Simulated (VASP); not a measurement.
Runs of VASP 6.6.1 on Gd. The structure is that of space group Im-3m (No. 229), or close to it. The cells are those of the table. This isn't the form of Gd at room conditions, which is hcp.

```tsv
level	spin	cell	k mesh	cutoff (eV)	smearing	gap on the mesh (eV)	pressure (GPa)	moment (μB)
PBE	collinear, ferromagnetic start	a = 3.507 Å, angles 109.5°, 1 atom	15 × 15 × 15	600	gaussian 0.05 eV	none	-0.1	(d)
PBEsol	non-collinear, typed start, SOC	a = 3.507 Å, angles 109.5°, 1 atom	9 × 9 × 9	520	fermi-dirac 0.05 eV	-	-1.9	(c)
PBE	collinear, ferromagnetic start	a = 3.507 Å, angles 109.5°, 1 atom	13 × 13 × 13	600	gaussian 0.05 eV	none	(b)	7.67
PBEsol	collinear, ferromagnetic start	a = 3.429, b = 3.566, c = 3.605 Å, angles 110.4, 110.5, 109.2°, 1 atom	9 × 9 × 9	520	fermi-dirac 0.05 eV	none	-2.3	7.62
LDA	collinear, ferromagnetic start	a = 3.507 Å, angles 109.5°, 1 atom	9 × 9 × 9	520	fermi-dirac 0.05 eV	none	-4.0	(a)
PBE	collinear, ferromagnetic start	a = 3.507 Å, angles 109.5°, 1 atom	8 × 8 × 8	600	gaussian 0.05 eV	none	0.0	7.66
PBE	collinear, ferromagnetic start	a = 3.507 Å, angles 109.5°, 1 atom	10 × 10 × 10	600	gaussian 0.05 eV	none	0.0	7.69
PBEsol	collinear, ferromagnetic start	a = 3.507 Å, angles 109.5°, 1 atom	9 × 9 × 9	520	fermi-dirac 0.05 eV	none	-2.3	7.61
```

Alike in all rows: task single point; potentials or basis VASP PAW PBE potentials, release 64 (Gd).

Problem. Estimate the missing entries.

Solution. (a) 7.45; (b) -0.2; (c) 7.54; (d) 7.68.

Caveats: semilocal functionals describe open f shells poorly, which spoils levels, moments and volumes; spin-orbit coupling is left out, which moves the levels of the heavy elements (at least some runs); the PAW data sets were made with another functional, which shifts forces and pressure a little (at least some runs); the cell stands under tension (at least some runs).

A k mesh can miss the band edges, and rows without SOC leave out spin-orbit coupling on Gd.

A gap of «none» marks levels without a gap at the run's occupations.
